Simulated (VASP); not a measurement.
Crystal: Sr3Al2O.

```xyz
6
Lattice="4.9395 0.0000 0.0000 -2.4698 4.2777 0.0000 0.0000 0.0000 6.4214" Properties=species:S:1:pos:R:3 pbc="T T T"
Sr    0.0000    0.0000    1.7685
Sr    0.0000    0.0000    4.6529
Sr    0.0000    2.8518    3.2107
Al    2.4698    1.4259    4.7239
Al    2.4698    1.4259    1.6975
O     0.0000    0.0000    0.0000
```

```yaml
Program: VASP 6.6.1
Task: relaxation of cell and atoms
Functional: PBE
Potentials_or_basis: VASP PAW PBE potentials, release 64 (Sr_sv, Al, O)
Cutoff: 600 eV
k_mesh: 6 × 6 × 4
Occupations: gaussian, width 0.1 eV
Spin: no spin polarisation
```

At the start: pressure 32.0 GPa; volume 22.61 Å³/atom.

Question: How do energy, volume and symmetry change on relaxing?

Answer: Over 28 steps the energy falls by 1404.3 meV/atom and the volume is 42.03 Å³/atom (+85.8 %); space group P-6m2 (No. 187, to 0.05 Å).

Step by step:
| step | energy change (eV) | largest force (eV/Å) | pressure (GPa) | volume (Å³) |
| --- | --- | --- | --- | --- |
| 1 | 0.0000 | 7.1535 | 32.04 | 135.68 |
| 2 | -2.3461 | 4.6330 | -1.22 | 243.54 |
| 3 | -4.0746 | 4.1445 | 5.45 | 180.22 |
| 4 | -6.1190 | 2.6217 | 0.17 | 222.34 |
| 5 | -6.5285 | 1.3292 | -1.92 | 263.15 |
| 6 | -6.5330 | 1.5094 | -1.72 | 257.16 |
| 7 | -6.7137 | 1.1360 | 0.86 | 241.54 |
| 8 | -6.7483 | 1.0335 | 0.00 | 245.70 |
| 9 | -6.9215 | 1.1019 | 0.29 | 241.27 |
| 10 | -7.3669 | 1.1634 | 1.50 | 227.85 |
| 11 | -7.2511 | 1.0925 | 6.64 | 200.71 |
| 12 | -7.5757 | 0.9553 | 2.72 | 218.86 |
| 13 | -7.5913 | 0.4399 | 4.12 | 210.99 |
| 14 | -7.6672 | 0.4830 | 3.88 | 212.68 |
| 15 | -7.7671 | 1.0620 | 3.41 | 217.70 |
| 16 | -7.9018 | 1.1113 | 2.54 | 223.38 |
| 17 | -8.1416 | 1.2464 | 0.35 | 240.97 |
| 18 | -7.9982 | 1.4671 | -2.70 | 278.85 |
| 19 | -8.1860 | 1.2870 | -0.71 | 251.92 |
| 20 | -8.2631 | 0.7453 | -0.41 | 253.80 |
| 21 | -8.2854 | 0.1669 | -0.08 | 255.46 |
| 22 | -8.3010 | 0.1307 | -0.08 | 255.50 |
| 23 | -8.3384 | 0.2864 | -0.08 | 255.58 |
| 24 | -8.3690 | 0.5720 | -0.05 | 255.48 |
| 25 | -8.3948 | 0.4912 | -0.19 | 255.16 |
| 26 | -8.4115 | 0.3520 | -0.37 | 254.61 |
| 27 | -8.4256 | 0.0317 | 0.21 | 251.78 |
| 28 | -8.4259 | 0.0267 | 0.12 | 252.17 |

Final structure:
```yaml
crystal:
  lattice:
    - [5.51838, 0.00000, 0.00000]
    - [-2.75919, 4.77906, 0.00000]
    - [0.00000, 0.00000, 9.56176]
  atoms:
    - { symbol: Sr, position: [0.00000, 0.00000, 0.21959] }
    - { symbol: Sr, position: [0.00000, 0.00000, 0.78041] }
    - { symbol: Sr, position: [0.33333, 0.66667, 0.50000] }
    - { symbol: Al, position: [0.66667, 0.33333, 0.62864] }
    - { symbol: Al, position: [0.66667, 0.33333, 0.37136] }
    - { symbol: O, position: [0.00000, 0.00000, 0.00000] }
```

Caveat: the volume moved by over 15 % at a fixed basis, so the end points are rough.
